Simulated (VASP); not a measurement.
# Hf (Fm-3m) in VASP: a series of runs, part 2 of 2

VASP 6.6.1.

## Step 5: Single point, PBE (volume scaled by 0.45)

INCAR reads:

```
PREC = Accurate
ENCUT = 520
EDIFF = 1E-6
ISMEAR = -1
SIGMA = 0.1
LREAL = False
LASPH = True
NELM = 60
ALGO = Normal
ISIF = 2
LWAVE = False
LCHARG = False
GGA = PE
NBANDS = 11
```

KPOINTS reads:

```
Automatic mesh
0
Gamma
  16 16 16
```

POSCAR reads:

```
Hf
1.0
    0.0000000000      1.7193242721      1.7193242721
    1.7193242721      0.0000000000      1.7193242721
    1.7193242721      1.7193242721      0.0000000000
Hf
1
Direct
    0.0000000000      0.0000000000      0.0000000000
```

Potentials or basis: VASP PAW PBE potentials, release 64 (Hf_pv).

On the command line:

```bash
> cat potpaw_PBE.64/Hf_pv/POTCAR > POTCAR
> mpirun -np 1 vasp_std > vasp.out
```

OUTCAR:

```text
PREC = Accurate
   ENCUT = 520
   EDIFF = 1E-6
   ISMEAR = -1
   LREAL = False
   LASPH = True
   NELM = 60
   ISIF = 2
   GGA = PE

 ion  position               nearest neighbor table
   1  0.000  0.000  0.000-

  LATTYP: Found a face centered cubic cell.
 ALAT       =     3.4386485442

  Lattice vectors:

 A1 = (   0.0000000000,   1.7193242721,   1.7193242721)
 A2 = (   1.7193242721,   0.0000000000,   1.7193242721)
 A3 = (   1.7193242721,   1.7193242721,   0.0000000000)

Analysis of symmetry for initial positions (statically):
=====================================================================
 Subroutine PRICEL returns:
 Original cell was already a primitive cell.

 Routine SETGRP: Setting up the symmetry group for a
 face centered cubic supercell.

 Subroutine GETGRP returns: Found 48 space group operations
 (whereof 48 operations were pure point group operations)
 out of a pool of 48 trial point group operations.

The static configuration has the point symmetry O_h .

Analysis of symmetry for dynamics (positions and initial velocities):
=====================================================================
 Subroutine PRICEL returns:
 Original cell was already a primitive cell.

 Routine SETGRP: Setting up the symmetry group for a
 face centered cubic supercell.

 Subroutine GETGRP returns: Found 48 space group operations
 (whereof 48 operations were pure point group operations)
 out of a pool of 48 trial point group operations.

The dynamic configuration has the point symmetry O_h .

 Subroutine INISYM returns: Found 48 space group operations
 (whereof 48 operations are pure point group operations),
 and found     1 'primitive' translations

----------------------------------------------------------------------------------------

                                     Primitive cell

  volume of cell :      10.1649

  direct lattice vectors                    reciprocal lattice vectors
     0.000000000  1.719324272  1.719324272    -0.290811924  0.290811924  0.290811924
     1.719324272  0.000000000  1.719324272     0.290811924 -0.290811924  0.290811924
     1.719324272  1.719324272  0.000000000     0.290811924  0.290811924 -0.290811924

  length of vectors
     2.431491704  2.431491704  2.431491704     0.503701028  0.503701028  0.503701028

  position of ions in fractional coordinates (direct lattice)
     0.000000000  0.000000000  0.000000000

  ion indices of the primitive-cell ions
   primitive index   ion index
                 1           1

----------------------------------------------------------------------------------------

 KPOINTS: Automatic mesh

Automatic generation of k-mesh.
 Grid dimensions read from file:
 generate k-points for:   16   16   16

 Generating k-lattice:

  Cartesian coordinates                     Fractional coordinates (reciprocal lattice)
    -0.018175745  0.018175745  0.018175745     0.062500000  0.000000000  0.000000000
     0.018175745 -0.018175745  0.018175745     0.000000000  0.062500000  0.000000000
     0.018175745  0.018175745 -0.018175745     0.000000000  0.000000000  0.062500000

  Length of vectors
     0.031481314  0.031481314  0.031481314

  Shift w.r.t. Gamma in fractional coordinates (k-lattice)
     0.000000000  0.000000000  0.000000000

 Subroutine IBZKPT returns following result:
 ===========================================

 Found    145 irreducible k-points:

 Following reciprocal coordinates:
            Coordinates               Weight
  0.000000  0.000000  0.000000      1.000000
  0.062500  0.000000  0.000000      8.000000
  0.125000  0.000000  0.000000      8.000000
  0.187500  0.000000  0.000000      8.000000
  0.250000  0.000000  0.000000      8.000000
  0.312500  0.000000  0.000000      8.000000
[... 16 lines left out ...]
 -0.125000  0.062500  0.000000     24.000000
 -0.062500  0.062500  0.000000     12.000000
 [... further k-points ...]
   k-points           NKPTS =    145   k-points in BZ     NKDIM =    145   number of bands    NBANDS=     11
   number of dos      NEDOS =    301   number of ions     NIONS =      1
   total plane-waves  NPLWV =   5832
   dimension x,y,z NGX =    18 NGY =   18 NGZ =   18
   dimension x,y,z NGXF=    36 NGYF=   36 NGZF=   36
   ions per type =               1
   NGX,Y,Z   is equivalent  to a cutoff of  12.31, 12.31, 12.31 a.u.
   NGXF,Y,Z  is equivalent  to a cutoff of  24.61, 24.61, 24.61 a.u.
 SYSTEM =  unknown system
   PREC   = accura    normal or accurate (medium, high low for compatibility)
   ISTART =      0    job   : 0-new  1-cont  2-samecut
   ICHARG =      2    charge: 1-file 2-atom 10-const
   ISPIN  =      1    spin polarized calculation?
   LNONCOLLINEAR =      F non collinear calculations
   LSORBIT =      F    spin-orbit coupling
   LASPH  =      T    aspherical Exc in radial PAW
   ENCUT  =  520.0 eV  38.22 Ry    6.18 a.u.   4.52  4.52  4.52*2*pi/ulx,y,z
   NELM   =     60;   NELMIN=  2; NELMDL= -5     # of ELM steps
   EDIFF  = 0.1E-05   stopping-criterion for ELM
   LREAL  =      F    real-space projection
   EDIFFG = 0.1E-04   stopping-criterion for IOM
   NSW    =      0    number of steps for IOM
   IBRION =     -1    ionic relax: 0-MD 1-quasi-New 2-CG
   NFREE  =      0    steps in history (QN), initial steepest desc. (CG)
   ISIF   =      2    stress and relaxation
   ISYM   =      2    0-nonsym 1-usesym 2-fastsym
   POTIM  = 0.5000    time-step for ionic-motion
   TEBEG  =    0.0;   TEEND  =   0.0 temperature during run
   PSTRESS=    0.0 pullay stress
   NELECT =      10.0000    total number of electrons
   NUPDOWN=      -1.0000    fix difference up-down
   EMIN   =  10.00;   EMAX   =-10.00  energy-range for DOS
   EFERMI =   0.00;   METHOD = LEGACY
   ISMEAR =    -1;   SIGMA  =   0.10  broadening in eV -4-tet -1-fermi 0-gaus
   EFERMI_NEDOS =   21; number of points for ismear=-14 and -15
   IALGO  =     38    algorithm
   IMIX   =      4    mixing-type and parameters
     AMIX     =   0.40;   BMIX     =  1.00
     AMIX_MAG =   1.60;   BMIX_MAG =  1.00
  volume/ion in A,a.u.               =      10.16        68.60
  Fermi-wavevector in a.u.,A,eV,Ry     =   1.628197  3.076847 36.069406  2.651027
  Thomas-Fermi vector in A             =   2.720868
   LORBIT       =      0    0 simple, 1 ext, 2 COOP (PROOUT), +10 PAW based schemes
   GGA     = PE    functional components
   LHFCALC =     F    Hartree Fock is set to
   AEXX    =    0.0000 exact exchange contribution
   IVDW    =     0    specifies the selected vdW correction
   LEPSILON=     F    determine dielectric tensor
   LRPA    =     F    only Hartree local field effects (RPA)
 non-spin polarized calculation
  energy-cutoff  :      520.00
  volume of cell :       10.16
 maximum number of plane-waves:       290
   NGX =  9   NGY =  9   NGZ =  9

 number of electron      10.0000002 magnetization

 Free energy of the ion-electron system (eV)
  ---------------------------------------------------
  ext. energy  EPLUGINS =         0.00000000
  ---------------------------------------------------
  free energy    TOTEN  =        -3.20244555 eV

  energy without entropy =       -3.18565463  energy(sigma->0) =       -3.19405009

 E-fermi :  12.0528     XC(G=0): -15.4703

 val. band max:       12.0026503346   @ k =   0.3750   0.1250   0.0625
 cond. band min:      12.0692182219   @ k =   0.3750   0.2500   0.1250
 fundamental gap:      0.0665678873
 Fermi energy:        12.0528149524

 k-point     1 :       0.0000    0.0000    0.0000
  band No.  band energies     occupation
      1     -15.1220      2.00000
      2     -15.1220      2.00000
      3     -15.1220      2.00000
      4       4.1596      2.00000
      5      12.7369      0.00214
      6      12.7369      0.00214
      7      12.7369      0.00214
      8      19.7898      0.00000
      9      19.7898      0.00000
     10      26.2178      0.00000
     11      26.6225      0.00000
[... 309 lines left out ...]
 k-point    24 :      -0.0625    0.0625    0.0000
  band No.  band energies     occupation
      1     -16.0164      2.00000
      2     -15.3638      2.00000
      3     -15.1583      2.00000
      4       5.2164      2.00000
      5      11.9600      1.43348
      6      13.1106      0.00005
      7      13.3619      0.00000
      8      18.6294      0.00000
      9      19.6360      0.00000
     10      26.6193      0.00000
     11      28.0614      0.00000

 [... further k-points ...]

------------------------ aborting loop because EDIFF is reached ----------------------------------------

  FORCE on cell =-STRESS in cart. coord.  units (eV):
  Direction    XX          YY          ZZ          XY          YZ          ZX
  --------------------------------------------------------------------------------------
  -------------------------------------------------------------------------------------
  Total       20.8024206     20.8024206     20.8024206      0.0000000     -0.0000000      0.0000000
  in kB     3278.8464419   3278.8464419   3278.8464419      0.0000000     -0.0000000      0.0000000
  external PRESSURE =    3278.8464419 kB  Pullay stress =       0.0000000 kB

 VOLUME and BASIS-vectors are now :
 -----------------------------------------------------------------------------
  energy-cutoff  :      520.00
  volume of cell :       10.16
      direct lattice vectors                 reciprocal lattice vectors
     0.000000000  1.719324272  1.719324272    -0.290811924  0.290811924  0.290811924
     1.719324272  0.000000000  1.719324272     0.290811924 -0.290811924  0.290811924
     1.719324272  1.719324272  0.000000000     0.290811924  0.290811924 -0.290811924

 POSITION                                       TOTAL-FORCE (eV/Angst)
 -----------------------------------------------------------------------------------
      0.00000      0.00000      0.00000         0.000000      0.000000      0.000000
 -----------------------------------------------------------------------------------
    total drift:                                0.000000     -0.000000     -0.000000

  FREE ENERGIE OF THE ION-ELECTRON SYSTEM (eV)
  ---------------------------------------------------
  free  energy   TOTEN  =        -3.2024455476 eV

  energy  without entropy=       -3.1856546254  energy(sigma->0) =       -3.19405009
```

OSZICAR:

```text
N       E                     dE             d eps       ncg     rms          rms(c)
DAV:   1     0.219897621541E+02    0.21990E+02   -0.61164E+03  3398   0.942E+02
DAV:   2    -0.313134682211E+01   -0.25121E+02   -0.24174E+02  3655   0.176E+02
DAV:   3    -0.346107474854E+01   -0.32973E+00   -0.32842E+00  3658   0.138E+01
DAV:   4    -0.346127286204E+01   -0.19811E-03   -0.19811E-03  3417   0.410E-01
DAV:   5    -0.346127298019E+01   -0.11815E-06   -0.11780E-06  3590   0.937E-03    0.844E+01
DAV:   6    -0.327630401177E+01    0.18497E+00   -0.51160E-02  3286   0.181E+00    0.500E+01
DAV:   7    -0.320262523239E+01    0.73679E-01   -0.80825E-02  3322   0.217E+00    0.139E+00
DAV:   8    -0.320243539872E+01    0.18983E-03   -0.16950E-03  3337   0.371E-01    0.285E-01
DAV:   9    -0.320244641307E+01   -0.11014E-04   -0.62093E-05  3631   0.703E-02    0.380E-02
DAV:  10    -0.320244554759E+01    0.86548E-06   -0.53853E-06  3400   0.206E-02
   1 F= -.32024455E+01 E0= -.31940501E+01  d E =-.167909E-01
```

stdout:

```text
POSCAR found type information on POSCAR Hf
 POSCAR found :  1 types and       1 ions
 scaLAPACK will be used
 LDA part: xc-table for (Slater+PW92), standard interpolation
 POSCAR, INCAR and KPOINTS ok, starting setup
 FFT: planning ... GRIDC
 FFT: planning ... GRID_SOFT
 FFT: planning ... GRID
 WAVECAR not read
 entering main loop
```

Wall time 7.3 s (1 thread of Intel Xeon Platinum 8559C (Emerald Rapids), shared host); peak memory 0.13 GiB.

What came out:

```
Free energy            : -3.2024 eV
Pressure               : 327.9 GPa
Band gap on the k mesh : zero (band 5 reaches 13.27 eV, above the bottom of band 6 at 11.08 eV)
```

Caveat: spin-orbit coupling is left out, which moves the levels of the heavy elements.

## Step 6: Single point, PBE (volume scaled by 0.45)

INCAR reads:

```
SYSTEM = Hf
ALGO = Normal
EDIFF = 1E-6
ENCUT = 520
GGA = PE
ISIF = 2
ISMEAR = -1
LASPH = .TRUE.
LCHARG = .TRUE.
LELF = .TRUE.
LREAL = .FALSE.
LVHAR = .TRUE.
LWAVE = .FALSE.
NBANDS = 11
NELM = 100
PREC = Accurate
SIGMA = 0.1
```

KPOINTS reads:

```
k-points
0
G
  16 16 16
  0 0 0
```

POSCAR is that of step 5.

Potentials or basis: VASP PAW PBE potentials, release 64 (Hf_pv).

On the command line:

```bash
> cat potpaw_PBE.64/Hf_pv/POTCAR > POTCAR
> mpirun -np 1 vasp_std > vasp.out
```

OUTCAR:

```text
SYSTEM = Hf
   EDIFF = 1E-6
   ENCUT = 520
   GGA = PE
   ISIF = 2
   ISMEAR = -1
   LASPH = .TRUE.
   LREAL = .FALSE.
   NELM = 100
   PREC = Accurate

 ion  position               nearest neighbor table
   1  0.000  0.000  0.000-

  LATTYP: Found a face centered cubic cell.
 ALAT       =     3.4386485442

  Lattice vectors:

 A1 = (   0.0000000000,   1.7193242721,   1.7193242721)
 A2 = (   1.7193242721,   0.0000000000,   1.7193242721)
 A3 = (   1.7193242721,   1.7193242721,   0.0000000000)

Analysis of symmetry for initial positions (statically):
=====================================================================
 Subroutine PRICEL returns:
 Original cell was already a primitive cell.

 Routine SETGRP: Setting up the symmetry group for a
 face centered cubic supercell.

 Subroutine GETGRP returns: Found 48 space group operations
 (whereof 48 operations were pure point group operations)
 out of a pool of 48 trial point group operations.

The static configuration has the point symmetry O_h .

Analysis of symmetry for dynamics (positions and initial velocities):
=====================================================================
 Subroutine PRICEL returns:
 Original cell was already a primitive cell.

 Routine SETGRP: Setting up the symmetry group for a
 face centered cubic supercell.

 Subroutine GETGRP returns: Found 48 space group operations
 (whereof 48 operations were pure point group operations)
 out of a pool of 48 trial point group operations.

The dynamic configuration has the point symmetry O_h .

 Subroutine INISYM returns: Found 48 space group operations
 (whereof 48 operations are pure point group operations),
 and found     1 'primitive' translations

----------------------------------------------------------------------------------------

                                     Primitive cell
[... 112 lines left out ...]
  Thomas-Fermi vector in A             =   2.720868
   LORBIT       =      0    0 simple, 1 ext, 2 COOP (PROOUT), +10 PAW based schemes
   GGA     = PE    functional components
   LHFCALC =     F    Hartree Fock is set to
   AEXX    =    0.0000 exact exchange contribution
   IVDW    =     0    specifies the selected vdW correction
   LEPSILON=     F    determine dielectric tensor
   LRPA    =     F    only Hartree local field effects (RPA)
 non-spin polarized calculation
  energy-cutoff  :      520.00
  volume of cell :       10.16
 maximum number of plane-waves:       290
   NGX =  9   NGY =  9   NGZ =  9

 number of electron      10.0000002 magnetization

 Free energy of the ion-electron system (eV)
  ---------------------------------------------------
  ext. energy  EPLUGINS =         0.00000000
  ---------------------------------------------------
  free energy    TOTEN  =        -3.20244555 eV

  energy without entropy =       -3.18565463  energy(sigma->0) =       -3.19405009

 E-fermi :  12.0528     XC(G=0): -15.4703

 val. band max:       12.0026503346   @ k =   0.3750   0.1250   0.0625
 cond. band min:      12.0692182219   @ k =   0.3750   0.2500   0.1250
 fundamental gap:      0.0665678873
 Fermi energy:        12.0528149524

 k-point     1 :       0.0000    0.0000    0.0000
  band No.  band energies     occupation
      1     -15.1220      2.00000
      2     -15.1220      2.00000
      3     -15.1220      2.00000
      4       4.1596      2.00000
      5      12.7369      0.00214
      6      12.7369      0.00214
      7      12.7369      0.00214
      8      19.7898      0.00000
      9      19.7898      0.00000
     10      26.2178      0.00000
     11      26.6225      0.00000
[... 309 lines left out ...]
 k-point    24 :      -0.0625    0.0625    0.0000
  band No.  band energies     occupation
      1     -16.0164      2.00000
      2     -15.3638      2.00000
      3     -15.1583      2.00000
      4       5.2164      2.00000
      5      11.9600      1.43348
      6      13.1106      0.00005
      7      13.3619      0.00000
      8      18.6294      0.00000
      9      19.6360      0.00000
     10      26.6193      0.00000
     11      28.0614      0.00000

 [... further k-points ...]

------------------------ aborting loop because EDIFF is reached ----------------------------------------

  FORCE on cell =-STRESS in cart. coord.  units (eV):
  Direction    XX          YY          ZZ          XY          YZ          ZX
  --------------------------------------------------------------------------------------
  -------------------------------------------------------------------------------------
  Total       20.8024206     20.8024206     20.8024206      0.0000000     -0.0000000      0.0000000
  in kB     3278.8464419   3278.8464419   3278.8464419      0.0000000     -0.0000000      0.0000000
  external PRESSURE =    3278.8464419 kB  Pullay stress =       0.0000000 kB

 VOLUME and BASIS-vectors are now :
 -----------------------------------------------------------------------------
  energy-cutoff  :      520.00
  volume of cell :       10.16
      direct lattice vectors                 reciprocal lattice vectors
     0.000000000  1.719324272  1.719324272    -0.290811924  0.290811924  0.290811924
     1.719324272  0.000000000  1.719324272     0.290811924 -0.290811924  0.290811924
     1.719324272  1.719324272  0.000000000     0.290811924  0.290811924 -0.290811924

 POSITION                                       TOTAL-FORCE (eV/Angst)
 -----------------------------------------------------------------------------------
      0.00000      0.00000      0.00000         0.000000      0.000000      0.000000
 -----------------------------------------------------------------------------------
    total drift:                                0.000000     -0.000000     -0.000000

  FREE ENERGIE OF THE ION-ELECTRON SYSTEM (eV)
  ---------------------------------------------------
  free  energy   TOTEN  =        -3.2024455476 eV

  energy  without entropy=       -3.1856546254  energy(sigma->0) =       -3.19405009
```

OSZICAR:

```text
N       E                     dE             d eps       ncg     rms          rms(c)
DAV:   1     0.219897621541E+02    0.21990E+02   -0.61164E+03  3398   0.942E+02
DAV:   2    -0.313134682211E+01   -0.25121E+02   -0.24174E+02  3655   0.176E+02
DAV:   3    -0.346107474854E+01   -0.32973E+00   -0.32842E+00  3658   0.138E+01
DAV:   4    -0.346127286204E+01   -0.19811E-03   -0.19811E-03  3417   0.410E-01
DAV:   5    -0.346127298019E+01   -0.11815E-06   -0.11780E-06  3590   0.937E-03    0.844E+01
DAV:   6    -0.327630401177E+01    0.18497E+00   -0.51160E-02  3286   0.181E+00    0.500E+01
DAV:   7    -0.320262523239E+01    0.73679E-01   -0.80825E-02  3322   0.217E+00    0.139E+00
DAV:   8    -0.320243539872E+01    0.18983E-03   -0.16950E-03  3337   0.371E-01    0.285E-01
DAV:   9    -0.320244641307E+01   -0.11014E-04   -0.62093E-05  3631   0.703E-02    0.380E-02
DAV:  10    -0.320244554759E+01    0.86548E-06   -0.53853E-06  3400   0.206E-02
   1 F= -.32024455E+01 E0= -.31940501E+01  d E =-.167909E-01
```

It took 7.6 s on 1 thread of Intel Xeon Platinum 8559C (Emerald Rapids), shared host; peak memory 0.13 GiB.

Results:

- Free energy: -3.2024 eV
- Pressure: 327.9 GPa
- Band gap on the k mesh: zero (band 5 reaches 13.27 eV, above the bottom of band 6 at 11.08 eV)

Caveat: spin-orbit coupling is left out, which moves the levels of the heavy elements.

## Step 7: Overview

| cell | gap on the mesh (eV) | pressure (GPa) |
| --- | --- | --- |
| a = 3.086 Å, angles 60.0°, 1 atom | none | 9.2 |
| a = 3.173 Å, angles 60.0°, 1 atom | none | -0.4 |
| a = 2.431 Å, angles 60.0°, 1 atom | none | 327.9 |

Alike in all rows: task single point; level PBE; potentials or basis VASP PAW PBE potentials, release 64 (Hf_pv); no spin polarisation; k mesh 16 × 16 × 16; cutoff (eV) 520; smearing fermi-dirac 0.1 eV.

Caveats: spin-orbit coupling is left out, which moves the levels of the heavy elements.

Total energies depend on the potentials used, so only differences within one code and one set of settings carry meaning.
